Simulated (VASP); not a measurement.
Set up this calculation in VASP 6.6.1, as the native input.

```yaml
Task: single point
Functional: HSE06
Potentials_or_basis: VASP PAW PBE potentials, release 64 (B, P)
Cutoff: 520 eV
k_mesh: 6 × 6 × 2
Occupations: fermi-dirac, width 0.02 eV
Spin: no spin polarisation
Dipole_correction: no
Grid_for_exact_exchange_PRECFOCK: Normal
Further_INCAR_settings: ALGO = Normal; EDIFF = 1e-07; NBANDS = 16
Screening_parameter: 0.2079 1/Å
```

Crystal: BP.

```
B P
1.0
     3.07991    0.00000    0.00000
    -1.53995    2.66728    0.00000
     0.00000    0.00000    5.01457
B P
2 2
Cartesian
  0.0000 0.0000 0.0000
  0.0000 0.0000 2.5073
  0.0000 1.7782 1.2536
  1.5400 0.8891 3.7609
```

These files were run (other wordings do the same):

POSCAR

```
BP
1.0
    3.0799086887      0.0000000000      0.0000000000
   -1.5399543444      2.6672791658      0.0000000000
    0.0000000000      0.0000000000      5.0145727567
B P
2 2
Direct
    0.0000000000      0.0000000000      0.0000000000
    0.0000000000      0.0000000000      0.5000000000
    0.3333333333      0.6666666667      0.2500000000
    0.6666666667      0.3333333333      0.7500000000
```

INCAR.step1

```
SYSTEM = BP
PREC = Accurate
ENCUT = 520
EDIFF = 1E-5
ISMEAR = -1
SIGMA = 0.02
LREAL = .False.
LASPH = .True.
NELM = 80
ALGO = Normal
ISIF = 2
LWAVE = .True.
GGA = PE
NBANDS = 16
```

INCAR.step2

```
SYSTEM = BP
PREC = Accurate
ENCUT = 520
EDIFF = 1E-7
ISMEAR = -1
SIGMA = 0.02
LREAL = .False.
LASPH = .True.
NELM = 80
ALGO = Normal
ISIF = 2
LWAVE = .False.
LCHARG = .True.
GGA = PE
LHFCALC = .True.
HFSCREEN = 0.2079
PRECFOCK = Normal
LELF = .True.
LVHAR = .True.
ISTART = 1
NBANDS = 16
```

KPOINTS

```
Automatic mesh
0
Gamma
  6 6 2
  0 0 0
```

Potentials or basis: VASP PAW PBE potentials, release 64 (B, P).

The run is started by

```console
$ cat potpaw_PBE.64/B/POTCAR potpaw_PBE.64/P/POTCAR > POTCAR
$ cp INCAR.step1 INCAR
$ mpirun -np 1 vasp_std > vasp.out
$ cp INCAR.step2 INCAR
$ mpirun -np 1 vasp_std > vasp.out
```

Results of the run:

| Property | Result |
| --- | --- |
| Pressure | -2.4 GPa |
| Band gap on the k mesh | zero (band 8 reaches 11.28 eV, above the bottom of band 9 at 4.50 eV) |

Caveat: the k points lie up to 0.63 Å⁻¹ apart; the PAW data sets were made with another functional, which shifts forces and pressure a little.

Wall time 6.4 min on 1 thread of Intel(R) Xeon(R) Platinum 8488C (Sapphire Rapids), on a shared host, peak memory 0.25 GiB.
